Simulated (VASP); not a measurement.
# Cd (Fm-3m) in VASP: further runs

The runs below take Cd through single point, with PBE, HSE06.

All numbers are computed with VASP 6.6.1; they aren't measurements. Logs are shortened: lines on timing, memory, paths and dates and some standing lists are left out, and cuts for length are marked.

### Step 1. The cell of the first run

It takes space group Fm-3m (No. 225, cubic). Conventional cell: a = 4.422 Å, b = 4.422 Å, c = 4.422 Å, α = 90.00°, β = 90.00°, γ = 90.00°. Cd (site symmetry m-3m) has 12 Cd at 3.13 Å within 4.1 Å.

This isn't the form of Cd at room conditions, which is hcp.

### Step 2. Single point, PBE

Input file INCAR:

```
SYSTEM = Cd
ALGO = Fast
EDIFF = 1E-6
ENCUT = 520
GGA = PE
ISIF = 2
ISMEAR = 0
LASPH = .TRUE.
LCHARG = .TRUE.
LELF = .TRUE.
LREAL = .FALSE.
LVHAR = .TRUE.
LWAVE = .FALSE.
NBANDS = 12
NELM = 100
PREC = Accurate
SIGMA = 0.05
```

Input file KPOINTS:

```
k-points
0
G
  8 8 8
  0 0 0
```

Input file POSCAR:

```
Cd
1.0
    0.0000000000      2.2108213405      2.2108213405
    2.2108213405      0.0000000000      2.2108213405
    2.2108213405      2.2108213405      0.0000000000
Cd
1
Direct
    0.0000000000      0.0000000000      0.0000000000
```

Potentials or basis: VASP PAW PBE potentials, release 64 (Cd).

Started as:

```bash
cat potpaw_PBE.64/Cd/POTCAR > POTCAR
mpirun -np 1 vasp_std > vasp.out
```

OUTCAR:

```text
SYSTEM = Cd
   EDIFF = 1E-6
   ENCUT = 520
   GGA = PE
   ISIF = 2
   ISMEAR = 0
   LASPH = .TRUE.
   LREAL = .FALSE.
   NELM = 100
   PREC = Accurate

 ion  position               nearest neighbor table
   1  0.000  0.000  0.000-

  LATTYP: Found a face centered cubic cell.
 ALAT       =     4.4216426810

  Lattice vectors:

 A1 = (   0.0000000000,   2.2108213405,   2.2108213405)
 A2 = (   2.2108213405,   0.0000000000,   2.2108213405)
 A3 = (   2.2108213405,   2.2108213405,   0.0000000000)

Analysis of symmetry for initial positions (statically):
=====================================================================
 Subroutine PRICEL returns:
 Original cell was already a primitive cell.

 Routine SETGRP: Setting up the symmetry group for a
 face centered cubic supercell.

 Subroutine GETGRP returns: Found 48 space group operations
 (whereof 48 operations were pure point group operations)
 out of a pool of 48 trial point group operations.

The static configuration has the point symmetry O_h .

Analysis of symmetry for dynamics (positions and initial velocities):
=====================================================================
 Subroutine PRICEL returns:
 Original cell was already a primitive cell.

 Routine SETGRP: Setting up the symmetry group for a
 face centered cubic supercell.

 Subroutine GETGRP returns: Found 48 space group operations
 (whereof 48 operations were pure point group operations)
 out of a pool of 48 trial point group operations.

The dynamic configuration has the point symmetry O_h .

 Subroutine INISYM returns: Found 48 space group operations
 (whereof 48 operations are pure point group operations),
 and found     1 'primitive' translations

----------------------------------------------------------------------------------------

                                     Primitive cell

  volume of cell :      21.6118

  direct lattice vectors                    reciprocal lattice vectors
     0.000000000  2.210821340  2.210821340    -0.226160292  0.226160292  0.226160292
     2.210821340  0.000000000  2.210821340     0.226160292 -0.226160292  0.226160292
     2.210821340  2.210821340  0.000000000     0.226160292  0.226160292 -0.226160292

  length of vectors
     3.126573524  3.126573524  3.126573524     0.391721116  0.391721116  0.391721116

  position of ions in fractional coordinates (direct lattice)
     0.000000000  0.000000000  0.000000000

  ion indices of the primitive-cell ions
   primitive index   ion index
                 1           1

----------------------------------------------------------------------------------------

 KPOINTS: k-points

Automatic generation of k-mesh.
 Grid dimensions read from file:
 generate k-points for:    8    8    8

 Generating k-lattice:

  Cartesian coordinates                     Fractional coordinates (reciprocal lattice)
    -0.028270037  0.028270037  0.028270037     0.125000000  0.000000000  0.000000000
     0.028270037 -0.028270037  0.028270037     0.000000000  0.125000000  0.000000000
     0.028270037  0.028270037 -0.028270037     0.000000000  0.000000000  0.125000000

  Length of vectors
     0.048965140  0.048965140  0.048965140

  Shift w.r.t. Gamma in fractional coordinates (k-lattice)
     0.000000000  0.000000000  0.000000000

 Subroutine IBZKPT returns following result:
 ===========================================

 Found     29 irreducible k-points:

 Following reciprocal coordinates:
            Coordinates               Weight
  0.000000  0.000000  0.000000      1.000000
  0.125000  0.000000  0.000000      8.000000
  0.250000  0.000000  0.000000      8.000000
  0.375000  0.000000  0.000000      8.000000
  0.500000  0.000000  0.000000      4.000000
  0.125000  0.125000  0.000000      6.000000
[... 16 lines left out ...]
  0.500000  0.250000  0.125000     48.000000
 -0.375000  0.250000  0.125000     24.000000
 [... further k-points ...]
   k-points           NKPTS =     29   k-points in BZ     NKDIM =     29   number of bands    NBANDS=     12
   number of dos      NEDOS =    301   number of ions     NIONS =      1
   total plane-waves  NPLWV =  13824
   dimension x,y,z NGX =    24 NGY =   24 NGZ =   24
   dimension x,y,z NGXF=    48 NGYF=   48 NGZF=   48
   ions per type =               1
   NGX,Y,Z   is equivalent  to a cutoff of  12.76, 12.76, 12.76 a.u.
   NGXF,Y,Z  is equivalent  to a cutoff of  25.52, 25.52, 25.52 a.u.
 SYSTEM =  Cd
   PREC   = accura    normal or accurate (medium, high low for compatibility)
   ISTART =      0    job   : 0-new  1-cont  2-samecut
   ICHARG =      2    charge: 1-file 2-atom 10-const
   ISPIN  =      1    spin polarized calculation?
   LNONCOLLINEAR =      F non collinear calculations
   LSORBIT =      F    spin-orbit coupling
   LASPH  =      T    aspherical Exc in radial PAW
   ENCUT  =  520.0 eV  38.22 Ry    6.18 a.u.   5.81  5.81  5.81*2*pi/ulx,y,z
   NELM   =    100;   NELMIN=  2; NELMDL= -5     # of ELM steps
   EDIFF  = 0.1E-05   stopping-criterion for ELM
   LREAL  =      F    real-space projection
   EDIFFG = 0.1E-04   stopping-criterion for IOM
   NSW    =      0    number of steps for IOM
   IBRION =     -1    ionic relax: 0-MD 1-quasi-New 2-CG
   NFREE  =      0    steps in history (QN), initial steepest desc. (CG)
   ISIF   =      2    stress and relaxation
   ISYM   =      2    0-nonsym 1-usesym 2-fastsym
   POTIM  = 0.5000    time-step for ionic-motion
   TEBEG  =    0.0;   TEEND  =   0.0 temperature during run
   PSTRESS=    0.0 pullay stress
   NELECT =      12.0000    total number of electrons
   NUPDOWN=      -1.0000    fix difference up-down
   EMIN   =  10.00;   EMAX   =-10.00  energy-range for DOS
   EFERMI =   0.00;   METHOD = LEGACY
   ISMEAR =     0;   SIGMA  =   0.05  broadening in eV -4-tet -1-fermi 0-gaus
   EFERMI_NEDOS =   21; number of points for ismear=-14 and -15
   IALGO  =     68    algorithm
   IMIX   =      4    mixing-type and parameters
     AMIX     =   0.40;   BMIX     =  1.00
     AMIX_MAG =   1.60;   BMIX_MAG =  1.00
  volume/ion in A,a.u.               =      21.61       145.84
  Fermi-wavevector in a.u.,A,eV,Ry     =   1.345566  2.542751 24.633991  1.810547
  Thomas-Fermi vector in A             =   2.473468
   LORBIT       =      0    0 simple, 1 ext, 2 COOP (PROOUT), +10 PAW based schemes
   GGA     = PE    functional components
   LHFCALC =     F    Hartree Fock is set to
   AEXX    =    0.0000 exact exchange contribution
   IVDW    =     0    specifies the selected vdW correction
   LEPSILON=     F    determine dielectric tensor
   LRPA    =     F    only Hartree local field effects (RPA)
 non-spin polarized calculation
 RMM-DIIS sequential band-by-band and
 Gauss-broadening in eV      SIGMA  =   0.05
  energy-cutoff  :      520.00
  volume of cell :       21.61
 maximum number of plane-waves:       604
   NGX = 11   NGY = 11   NGZ = 11

 number of electron      12.0000005 magnetization

 Free energy of the ion-electron system (eV)
  ---------------------------------------------------
  ext. energy  EPLUGINS =         0.00000000
  ---------------------------------------------------
  free energy    TOTEN  =        -0.72344652 eV

  energy without entropy =       -0.72292877  energy(sigma->0) =       -0.72318764

 E-fermi :   2.6200     XC(G=0): -11.0396

 val. band max:        2.4982013876   @ k =  -0.3750   0.3750   0.1250
 cond. band min:       2.6687925609   @ k =   0.5000   0.1250   0.0000
 fundamental gap:      0.1705911733
 Fermi energy:         2.6200273214

 k-point     1 :       0.0000    0.0000    0.0000
  band No.  band energies     occupation
      1      -6.2552      2.00000
      2      -6.2552      2.00000
      3      -6.2552      2.00000
      4      -5.9521      2.00000
      5      -5.7911      2.00000
      6      -5.7911      2.00000
      7      16.8433      0.00000
      8      17.9643      0.00000
      9      17.9643      0.00000
     10      17.9643      0.00000
     11      21.3485      0.00000
     12      21.3485      0.00000

 k-point     2 :       0.1250    0.0000    0.0000
  band No.  band energies     occupation
      1      -6.3185      2.00000
      2      -6.1967      2.00000
      3      -6.1967      2.00000
      4      -5.7999      2.00000
      5      -5.7999      2.00000
      6      -5.5179      2.00000
      7      13.9810      0.00000
      8      17.0934      0.00000
      9      17.4183      0.00000
     10      17.4183      0.00000
     11      21.6010      0.00000
     12      22.2744      0.00000

 k-point     3 :       0.2500    0.0000    0.0000
  band No.  band energies     occupation
      1      -6.5052      2.00000
      2      -6.1541      2.00000
      3      -6.1541      2.00000
      4      -5.7138      2.00000
      5      -5.7138      2.00000
      6      -4.1778      2.00000
      7       9.2089      0.00000
      8      16.5402      0.00000
      9      16.5402      0.00000
     10      16.8107      0.00000
     11      21.1142      0.00000
     12      21.2113      0.00000

 k-point     4 :       0.3750    0.0000    0.0000
  band No.  band energies     occupation
      1      -6.6895      2.00000
      2      -6.2146      2.00000
      3      -6.2146      2.00000
      4      -5.5108      2.00000
      5      -5.5108      2.00000
      6      -1.9844      2.00000
      7       4.8639      0.00000
      8      15.8322      0.00000
      9      15.8322      0.00000
     10      16.2212      0.00000
     11      19.8565      0.00000
     12      19.8565      0.00000

 k-point     5 :       0.5000    0.0000    0.0000
  band No.  band energies     occupation
      1      -6.7641      2.00000
      2      -6.2504      2.00000
      3      -6.2504      2.00000
      4      -5.4117      2.00000
      5      -5.4117      2.00000
      6       0.5485      2.00000
      7       1.6038      2.00000
      8      15.5468      0.00000
      9      15.5468      0.00000
     10      15.9439      0.00000
     11      19.4129      0.00000
     12      19.4129      0.00000
[... 228 lines left out ...]
      1      -6.9085      2.00000
      2      -6.8376      2.00000
      3      -5.4335      2.00000
      4      -5.3141      2.00000
      5      -5.3141      2.00000
      6       2.0807      2.00000
      7       4.3334      0.00000
      8       9.7363      0.00000
      9       9.7363      0.00000
     10      14.0304      0.00000
     11      14.1039      0.00000
     12      29.8098      0.00000

 k-point    22 :       0.3750    0.2500    0.1250
  band No.  band energies     occupation
      1      -6.4861      2.00000
      2      -6.2062      2.00000
      3      -6.0715      2.00000
      4      -5.8320      2.00000
      5      -5.6256      2.00000
      6      -2.9563      2.00000
      7      10.0165      0.00000
      8      10.1731      0.00000
      9      14.2326      0.00000
     10      17.8727      0.00000
     11      18.0824      0.00000
     12      22.2957      0.00000

 k-point    23 :       0.5000    0.2500    0.1250
  band No.  band energies     occupation
      1      -6.4937      2.00000
      2      -6.3125      2.00000
      3      -6.0347      2.00000
      4      -5.8011      2.00000
      5      -5.5148      2.00000
      6      -0.7692      2.00000
      7       5.8364      0.00000
      8       9.8796      0.00000
      9      12.1202      0.00000
     10      17.4264      0.00000
     11      20.3051      0.00000
     12      22.5304      0.00000

 k-point    24 :      -0.3750    0.2500    0.1250
  band No.  band energies     occupation
      1      -6.4929      2.00000
      2      -6.3825      2.00000
      3      -5.9396      2.00000
      4      -5.8665      2.00000
      5      -5.4396      2.00000
      6       2.0758      2.00000
      7       2.2886      2.00000
      8      10.2269      0.00000
      9      10.9678      0.00000
     10      17.1857      0.00000
     11      20.3716      0.00000
     12      25.4153      0.00000

 [... further k-points ...]

------------------------ aborting loop because EDIFF is reached ----------------------------------------

  FORCE on cell =-STRESS in cart. coord.  units (eV):
  Direction    XX          YY          ZZ          XY          YZ          ZX
  --------------------------------------------------------------------------------------
  -------------------------------------------------------------------------------------
  Total        0.4281574      0.4281574      0.4281574     -0.0000000     -0.0000000      0.0000000
  in kB       31.7411850     31.7411850     31.7411850     -0.0000000     -0.0000000      0.0000000
  external PRESSURE =      31.7411850 kB  Pullay stress =       0.0000000 kB

 VOLUME and BASIS-vectors are now :
 -----------------------------------------------------------------------------
  energy-cutoff  :      520.00
  volume of cell :       21.61
      direct lattice vectors                 reciprocal lattice vectors
     0.000000000  2.210821340  2.210821340    -0.226160292  0.226160292  0.226160292
     2.210821340  0.000000000  2.210821340     0.226160292 -0.226160292  0.226160292
     2.210821340  2.210821340  0.000000000     0.226160292  0.226160292 -0.226160292

 POSITION                                       TOTAL-FORCE (eV/Angst)
 -----------------------------------------------------------------------------------
      0.00000      0.00000      0.00000         0.000000     -0.000000     -0.000000
 -----------------------------------------------------------------------------------
    total drift:                               -0.000000     -0.000000     -0.000000

  FREE ENERGIE OF THE ION-ELECTRON SYSTEM (eV)
  ---------------------------------------------------
  free  energy   TOTEN  =        -0.7234465223 eV

  energy  without entropy=       -0.7229287661  energy(sigma->0) =       -0.72318764
```

Wall time 4.3 s (1 thread of AMD EPYC 9R45 (Zen 5), shared host); peak memory 0.11 GiB.

Results:

* Free energy: -0.7234 eV
* Pressure: 3.2 GPa
* Band gap on the k mesh: zero (bands 6 and 7 overlap by 3.39 eV)

Caveat: the cell stands under pressure.

[end of part 1 of 2]
